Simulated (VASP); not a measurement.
Input of a VASP 6.6.1 run:

Contents of INCAR:

```
SYSTEM = Cu3O2
ALGO     = Normal         ! electronic algorithm
EDIFF    = 1E-7           ! SCF threshold, eV
ENCUT    = 520            ! plane-wave cutoff, eV
GGA      = PE             ! functional
ISIF     = 2              ! what is computed and relaxed
ISMEAR   = 0              ! smearing method
LASPH    = .TRUE.         ! aspherical terms in the spheres
LCHARG   = .FALSE.        ! write CHGCAR
LREAL    = .FALSE.        ! projectors in reciprocal space
LWAVE    = .FALSE.        ! write WAVECAR
NBANDS   = 30             ! bands
NELM     = 80             ! most SCF steps
PREC     = Accurate       ! precision mode
SIGMA    = 0.15           ! smearing width, eV
```

Contents of KPOINTS:

```
k-points
0
G
  14 14 14
  0 0 0
```

POSCAR

```
Cu3O2
1.0
   -2.0333354225      2.0333354225      3.3770500000
    2.0333354225     -2.0333354225      3.3770500000
    2.0333354225      2.0333354225     -3.3770500000
Cu O
3 2
Direct
    0.2500000000      0.7500000000      0.5000000000
    0.7500000000      0.2500000000      0.5000000000
    0.0000000000      0.0000000000      0.0000000000
    0.0000000000      0.5000000000      0.5000000000
    0.5000000000      0.0000000000      0.5000000000
```

Potentials or basis: VASP PAW PBE potentials, release 64 (Cu, O).

The run is started by

```bash
$ cat potpaw_PBE.64/Cu/POTCAR potpaw_PBE.64/O/POTCAR > POTCAR
$ mpirun -np 1 vasp_std > vasp.out
```

**Question.** Predict the band gap on the k mesh.

**Answer.** Zero (an odd number of electrons rules out a gap without spin polarisation).

**Question.** Estimate the pressure.

**Answer.** 27.0 GPa.

Stress tensor (GPa, compression positive):
```
 7.99  0.00  0.00
 0.00  7.99  0.00
 0.00  0.00 64.87
```

Caveat: the stress differs along the axes, from 8 to 65 GPa. With open d or f shells a metallic result of PBE can be an artefact of self-interaction; +U or a hybrid may open a gap.
